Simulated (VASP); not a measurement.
Input of a VASP 6.6.1 run:

INCAR

```
PREC = Accurate
ENCUT = 520
EDIFF = 1E-6
ISMEAR = 0
SIGMA = 0.1
LREAL = F
LASPH = T
NELM = 80
ALGO = Fast
ISIF = 2
LWAVE = F
LCHARG = F
GGA = PE
NBANDS = 39
```

File KPOINTS:

```
regular mesh
0
Gamma
  4 4 4
```

File POSCAR:

```
Ca2Pd
1.0
    6.7681594097      0.0000000000      0.0000000000
    0.0000000000      6.8984130707      0.0000000000
    0.0000000000      0.0000000000      4.1590524783
Ca Pd
4 2
Direct
    0.2600197970      0.3306054279      0.0000000000
    0.7399802030      0.6693945721      0.0000000000
    0.7600197970      0.1693945721      0.5000000000
    0.2399802030      0.8306054279      0.5000000000
    0.0000000000      0.0000000000      0.0000000000
    0.5000000000      0.5000000000      0.5000000000
```

Potentials or basis: VASP PAW PBE potentials, release 64 (Ca_sv, Pd).

Launch:

```sh
$ cat potpaw_PBE.64/Ca_sv/POTCAR potpaw_PBE.64/Pd/POTCAR > POTCAR
$ mpirun -np 1 vasp_std > vasp.out
```

**Question.** Predict the largest force.

**Answer.** 0.023 eV/Å.

**Question.** What does it give for the pressure?

**Answer.** 0.2 GPa.

**Question.** Predict the band gap on the k mesh.

**Answer.** Zero (bands 30 and 31 overlap by 0.15 eV).

Forces in eV/Å, atoms in the order of the input:
```
Ca  -0.022  0.007  0.000
Ca   0.022 -0.007  0.000
Ca  -0.022 -0.007  0.000
Ca   0.022  0.007  0.000
Pd   0.000  0.000  0.000
Pd   0.000  0.000  0.000
```

Caveat: the k points lie up to 0.38 Å⁻¹ apart.
